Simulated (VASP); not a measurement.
# MnO2 (R-3m) in VASP: single point with PBE+U

Aim: the single point of MnO2 with PBE+U.

All numbers are computed with VASP 6.6.1; they aren't measurements. Logs are shortened: lines on timing, memory, paths and dates and some standing lists are left out, and cuts for length are marked.

### Step 1. The cell of the first run

The structure is trigonal, space group R-3m (No. 166). Conventional cell: a = 3.019 Å, b = 3.019 Å, c = 14.532 Å, α = 90.00°, β = 90.00°, γ = 120.00°. Within 2.7 Å of Mn (site symmetry -3m) lie 6 O at 2.01 Å. Within 2.7 Å of O (site symmetry 3m) lie 3 Mn at 2.01 Å and 3 O at 2.66 Å.

### Step 2. Single point, PBE+U

Contents of INCAR:

```
  PREC = Accurate
  ENCUT = 520
  EDIFF = 1E-6
  ISMEAR = 0
  SIGMA = 0.02
  LREAL = F
  LASPH = T
  NELM = 150
  ALGO = Normal
  ISIF = 2
  LWAVE = F
  LCHARG = F
  LMAXMIX = 4
  LDAU = T
  LDAUTYPE = 2
  LDAUL = 2 -1
  LDAUU = 3.9 0
  LDAUJ = 0 0
  LDAUPRINT = 1
  GGA = PE
  NBANDS = 20
```

Contents of KPOINTS:

```
Automatic mesh
0
Gamma
  12 12 12
```

Contents of POSCAR:

```
MnO2
1.0
    1.5094582422      0.8714861224      4.8439403982
   -1.5094582422      0.8714861224      4.8439403982
    0.0000000000     -1.7429722449      4.8439403982
Mn O
1 2
Direct
    0.0000000000      0.0000000000      0.0000000000
    0.2643644900      0.2643644900      0.2643644900
    0.7356355100      0.7356355100      0.7356355100
```

Potentials or basis: VASP PAW PBE potentials, release 64 (Mn_pv, O).

Started as:

```sh
cat potpaw_PBE.64/Mn_pv/POTCAR potpaw_PBE.64/O/POTCAR > POTCAR
mpirun -np 1 vasp_std > vasp.out
```

OUTCAR:

```text
PREC = Accurate
   ENCUT = 520
   EDIFF = 1E-6
   ISMEAR = 0
   LREAL = F
   LASPH = T
   NELM = 150
   ISIF = 2
   GGA = PE

 ion  position               nearest neighbor table
   1  0.000  0.000  0.000-   3 2.01   2 2.01   3 2.01   3 2.01   2 2.01   2 2.01
   2  0.264  0.264  0.264-   1 2.01   1 2.01   1 2.01
   3  0.736  0.736  0.736-   1 2.01   1 2.01   1 2.01

  LATTYP: Found a trigonal (rhomboedric) cell.
 ALAT       =     5.1479812381
 COS(alpha) =     0.8280515398

  Lattice vectors:

 A1 = (   1.5094582422,   0.8714861224,   4.8439403982)
 A2 = (  -1.5094582422,   0.8714861224,   4.8439403982)
 A3 = (   0.0000000000,  -1.7429722449,   4.8439403982)

Analysis of symmetry for initial positions (statically):
=====================================================================
 Subroutine PRICEL returns:
 Original cell was already a primitive cell.

 Routine SETGRP: Setting up the symmetry group for a
 trigonal (rhombohedral) supercell.

 Subroutine GETGRP returns: Found 12 space group operations
 (whereof 12 operations were pure point group operations)
 out of a pool of 12 trial point group operations.

The static configuration has the point symmetry D_3d.

Analysis of symmetry for dynamics (positions and initial velocities):
=====================================================================
 Subroutine PRICEL returns:
 Original cell was already a primitive cell.

 Routine SETGRP: Setting up the symmetry group for a
 trigonal (rhombohedral) supercell.

 Subroutine GETGRP returns: Found 12 space group operations
 (whereof 12 operations were pure point group operations)
 out of a pool of 12 trial point group operations.

The dynamic configuration has the point symmetry D_3d.

 Subroutine INISYM returns: Found 12 space group operations
 (whereof 12 operations are pure point group operations),
 and found     1 'primitive' translations

----------------------------------------------------------------------------------------

                                     Primitive cell

  volume of cell :      38.2324

  direct lattice vectors                    reciprocal lattice vectors
     1.509458242  0.871486122  4.843940398     0.331244672  0.191244200  0.068814499
    -1.509458242  0.871486122  4.843940398    -0.331244672  0.191244200  0.068814499
     0.000000000 -1.742972245  4.843940398     0.000000000 -0.382488401  0.068814499

  length of vectors
     5.147981238  5.147981238  5.147981238     0.388629402  0.388629402  0.388629402

  position of ions in fractional coordinates (direct lattice)
     0.000000000  0.000000000  0.000000000
     0.264364490  0.264364490  0.264364490
     0.735635510  0.735635510  0.735635510

  ion indices of the primitive-cell ions
   primitive index   ion index
                 1           1
                 2           2
                 3           3

----------------------------------------------------------------------------------------

 KPOINTS: Automatic mesh

Automatic generation of k-mesh.
 Grid dimensions read from file:
 generate k-points for:   12   12   12

 Generating k-lattice:

  Cartesian coordinates                     Fractional coordinates (reciprocal lattice)
     0.027603723  0.015937017  0.005734542     0.083333333 -0.000000000 -0.000000000
    -0.027603723  0.015937017  0.005734542    -0.000000000  0.083333333 -0.000000000
     0.000000000 -0.031874033  0.005734542    -0.000000000 -0.000000000  0.083333333

[... 40 lines left out ...]
   total plane-waves  NPLWV =  64000
   dimension x,y,z NGX =    40 NGY =   40 NGZ =   40
   dimension x,y,z NGXF=    80 NGYF=   80 NGZF=   80
   ions per type =               1   2
   NGX,Y,Z   is equivalent  to a cutoff of  12.92, 12.92, 12.92 a.u.
   NGXF,Y,Z  is equivalent  to a cutoff of  25.83, 25.83, 25.83 a.u.
 SYSTEM =  unknown system
   PREC   = accura    normal or accurate (medium, high low for compatibility)
   ISTART =      0    job   : 0-new  1-cont  2-samecut
   ICHARG =      2    charge: 1-file 2-atom 10-const
   ISPIN  =      1    spin polarized calculation?
   LNONCOLLINEAR =      F non collinear calculations
   LSORBIT =      F    spin-orbit coupling
   LASPH  =      T    aspherical Exc in radial PAW
   ENCUT  =  520.0 eV  38.22 Ry    6.18 a.u.   9.57  9.57  9.57*2*pi/ulx,y,z
   NELM   =    150;   NELMIN=  2; NELMDL= -5     # of ELM steps
   EDIFF  = 0.1E-05   stopping-criterion for ELM
   LREAL  =      F    real-space projection
   EDIFFG = 0.1E-04   stopping-criterion for IOM
   NSW    =      0    number of steps for IOM
   IBRION =     -1    ionic relax: 0-MD 1-quasi-New 2-CG
   NFREE  =      0    steps in history (QN), initial steepest desc. (CG)
   ISIF   =      2    stress and relaxation
   ISYM   =      2    0-nonsym 1-usesym 2-fastsym
   POTIM  = 0.5000    time-step for ionic-motion
   TEBEG  =    0.0;   TEEND  =   0.0 temperature during run
   PSTRESS=    0.0 pullay stress
   NELECT =      25.0000    total number of electrons
   NUPDOWN=      -1.0000    fix difference up-down
   EMIN   =  10.00;   EMAX   =-10.00  energy-range for DOS
   EFERMI =   0.00;   METHOD = LEGACY
   ISMEAR =     0;   SIGMA  =   0.02  broadening in eV -4-tet -1-fermi 0-gaus
   EFERMI_NEDOS =   21; number of points for ismear=-14 and -15
   IALGO  =     38    algorithm
   IMIX   =      4    mixing-type and parameters
     AMIX     =   0.40;   BMIX     =  1.00
     AMIX_MAG =   1.60;   BMIX_MAG =  1.00
  volume/ion in A,a.u.               =      12.74        86.00
  Fermi-wavevector in a.u.,A,eV,Ry     =   1.420946  2.685199 27.471360  2.019088
  Thomas-Fermi vector in A             =   2.541808
   LORBIT       =      0    0 simple, 1 ext, 2 COOP (PROOUT), +10 PAW based schemes
 LDA+U is selected, type is set to LDAUTYPE =  2
   angular momentum for each species LDAUL =     2   -1
   U (eV)           for each species LDAUU =   3.9  0.0
   J (eV)           for each species LDAUJ =   0.0  0.0
   GGA     = PE    functional components
   LHFCALC =     F    Hartree Fock is set to
   AEXX    =    0.0000 exact exchange contribution
   IVDW    =     0    specifies the selected vdW correction
   LEPSILON=     F    determine dielectric tensor
   LRPA    =     F    only Hartree local field effects (RPA)
 non-spin polarized calculation
 Gauss-broadening in eV      SIGMA  =   0.02
  energy-cutoff  :      520.00
  volume of cell :       38.23
 maximum number of plane-waves:      1057
 NGX is ok and might be reduce to    40
   NGX = 19   NGY = 19   NGZ = 19

atom =   1  type =  1  l = 2

 onsite density matrix

spin component  1

  0.4899  0.0000 -0.0000 -0.1018 -0.0000
  0.0000  0.4217 -0.0000  0.0000 -0.1018
 -0.0000 -0.0000  0.6290 -0.0000 -0.0000
 -0.1018  0.0000 -0.0000  0.4217 -0.0000
 -0.0000 -0.1018 -0.0000 -0.0000  0.4899

spin component  2

  0.4899  0.0000 -0.0000 -0.1018 -0.0000
  0.0000  0.4217 -0.0000  0.0000 -0.1018
 -0.0000 -0.0000  0.6290 -0.0000 -0.0000
 -0.1018  0.0000 -0.0000  0.4217 -0.0000
 -0.0000 -0.1018 -0.0000 -0.0000  0.4899

 occupancies and eigenvectors

  o =  0.3485  v =  0.0000  0.8118  0.0000  0.0000  0.5840  0.0000  0.0000  0.0000  0.0000  0.0000      0.0000  0.0000  0.0000  0.0000  0.0000  0.0000  0.0000  0.0000  0.0000  0.0000
  o =  0.3485  v =  0.0000  0.0000  0.0000  0.0000  0.0000  0.0000  0.8118  0.0000  0.0000  0.5840      0.0000  0.0000  0.0000  0.0000  0.0000  0.0000  0.0000  0.0000  0.0000  0.0000
  o =  0.3485  v =  0.0000  0.0000  0.0000  0.0000  0.0000 -0.5840  0.0000 -0.0000 -0.8118 -0.0000      0.0000  0.0000  0.0000  0.0000  0.0000  0.0000  0.0000  0.0000  0.0000  0.0000
  o =  0.3485  v = -0.5840  0.0000 -0.0000 -0.8118 -0.0000  0.0000  0.0000  0.0000  0.0000  0.0000      0.0000  0.0000  0.0000  0.0000  0.0000  0.0000  0.0000  0.0000  0.0000  0.0000
  o =  0.5631  v =  0.0000 -0.5840  0.0000  0.0000  0.8118  0.0000  0.0000  0.0000  0.0000  0.0000      0.0000  0.0000  0.0000  0.0000  0.0000  0.0000  0.0000  0.0000  0.0000  0.0000
  o =  0.5631  v =  0.0000  0.0000  0.0000  0.0000  0.0000  0.0000 -0.5840  0.0000  0.0000  0.8118      0.0000  0.0000  0.0000  0.0000  0.0000  0.0000  0.0000  0.0000  0.0000  0.0000
  o =  0.5631  v = -0.8118  0.0000  0.0000  0.5840  0.0000  0.0000  0.0000  0.0000  0.0000  0.0000      0.0000  0.0000  0.0000  0.0000  0.0000  0.0000  0.0000  0.0000  0.0000  0.0000
  o =  0.5631  v =  0.0000  0.0000  0.0000  0.0000  0.0000 -0.8118  0.0000  0.0000  0.5840  0.0000      0.0000  0.0000  0.0000  0.0000  0.0000  0.0000  0.0000  0.0000  0.0000  0.0000
  o =  0.6290  v =  0.0000  0.0000  1.0000  0.0000 -0.0000  0.0000  0.0000  0.0000  0.0000  0.0000      0.0000  0.0000  0.0000  0.0000  0.0000  0.0000  0.0000  0.0000  0.0000  0.0000
  o =  0.6290  v =  0.0000  0.0000  0.0000  0.0000  0.0000  0.0000  0.0000  1.0000  0.0000 -0.0000      0.0000  0.0000  0.0000  0.0000  0.0000  0.0000  0.0000  0.0000  0.0000  0.0000

 number of electron      24.9999995 magnetization

 Free energy of the ion-electron system (eV)
  ---------------------------------------------------
  ext. energy  EPLUGINS =         0.00000000
  ---------------------------------------------------
  free energy    TOTEN  =       -17.32916430 eV

  energy without entropy =      -17.32721807  energy(sigma->0) =      -17.32819119

 E-fermi :   1.4880     XC(G=0): -10.0124

 val. band max:        1.4872557201   @ k =  -0.4167   0.4167   0.0000
 cond. band min:       1.4886208463   @ k =  -0.3333   0.5000   0.0833
 fundamental gap:      0.0013651262
 Fermi energy:         1.4880226285

 k-point     1 :       0.0000    0.0000    0.0000
  band No.  band energies     occupation
      1     -46.9791      2.00000
      2     -46.9791      2.00000
      3     -46.7464      2.00000
      4     -16.9091      2.00000
      5     -15.2783      2.00000
      6      -3.4005      2.00000
[... 541 lines left out ...]
     19      14.8837      0.00000
     20      16.4667      0.00000

 [... further k-points ...]

------------------------ aborting loop because EDIFF is reached ----------------------------------------

  FORCE on cell =-STRESS in cart. coord.  units (eV):
  Direction    XX          YY          ZZ          XY          YZ          ZX
  --------------------------------------------------------------------------------------
  -------------------------------------------------------------------------------------
  Total       -6.9171252     -6.9171252     -3.8792519      0.0000000      0.0000000     -0.0000000
  in kB     -289.8708847   -289.8708846   -162.5649618      0.0000000      0.0000000     -0.0000000
  external PRESSURE =    -247.4355770 kB  Pullay stress =       0.0000000 kB

 VOLUME and BASIS-vectors are now :
 -----------------------------------------------------------------------------
  energy-cutoff  :      520.00
  volume of cell :       38.23
      direct lattice vectors                 reciprocal lattice vectors
     1.509458242  0.871486122  4.843940398     0.331244672  0.191244200  0.068814499
    -1.509458242  0.871486122  4.843940398    -0.331244672  0.191244200  0.068814499
     0.000000000 -1.742972245  4.843940398     0.000000000 -0.382488401  0.068814499

 POSITION                                       TOTAL-FORCE (eV/Angst)
 -----------------------------------------------------------------------------------
      0.00000      0.00000      0.00000        -0.000000     -0.000000      0.000000
      0.00000     -0.00000      3.84170         0.000000     -0.000000      1.982152
      0.00000     -0.00000     10.69012         0.000000      0.000000     -1.982152
 -----------------------------------------------------------------------------------
    total drift:                               -0.000000     -0.000000      0.000000

  FREE ENERGIE OF THE ION-ELECTRON SYSTEM (eV)
  ---------------------------------------------------
  free  energy   TOTEN  =       -17.3291643002 eV

  energy  without entropy=      -17.3272180722  energy(sigma->0) =      -17.32819119
```

It took 4.6 min on 1 thread of Intel Xeon Platinum 8488C (Sapphire Rapids), shared host; peak memory 0.32 GiB.

What came out:

```yaml
Free_energy: -17.3292 eV
Pressure: -24.7 GPa
Largest_force: 1.982 eV/Å
Band_gap_on_the_k_mesh: zero (an odd number of electrons rules out a gap without spin polarisation)
```

Forces on the atoms (eV/Å):
```
Mn   0.000  0.000  0.000
O    0.000  0.000  1.982
O    0.000  0.000 -1.982
```

Stress tensor (GPa, compression positive):
```
-28.99   0.00   0.00
  0.00 -28.99   0.00
  0.00   0.00 -16.26
```

Levels at points of the mesh, in eV from the Fermi level:
```
           k point  band 9  band 10  band 11  band 12  band 13  band 14  band 15  band 16  band 17  band 18
(0.00, 0.00, 0.00)   -1.16    -1.16    -0.86    -0.54    -0.54     0.58     3.27     3.27     6.40     9.96
(0.50, 0.00, 0.00)   -3.00    -2.33    -1.81    -0.32    -0.18     0.22     2.65     3.20    11.42    12.24
(0.50, 0.50, 0.00)   -2.60    -2.41    -1.58    -0.39    -0.18     0.16     2.78     3.25    10.66    11.97
(0.50, 0.50, 0.50)   -1.86    -1.20    -1.20    -0.54    -0.54     0.65     3.29     3.29     8.29     8.62
```

Eigenvalues of the final occupation matrices:
| site | spin | trace | eigenvalues |
| --- | --- | --- | --- |
| site 1 d | 1 | 2.45 | 0.35 0.35 0.56 0.56 0.63 |
| site 1 d | 2 | 2.45 | 0.35 0.35 0.56 0.56 0.63 |

Caveat: the cell stands under tension; an odd number of electrons without spin polarisation forces a metal; a magnetic or distorted state may lie lower; the run has no spin polarisation, though such a crystal can be magnetic; U without spin polarisation on a metal has little footing. Spin polarisation is off, so any magnetic state and its effect on volume and gap are missing.
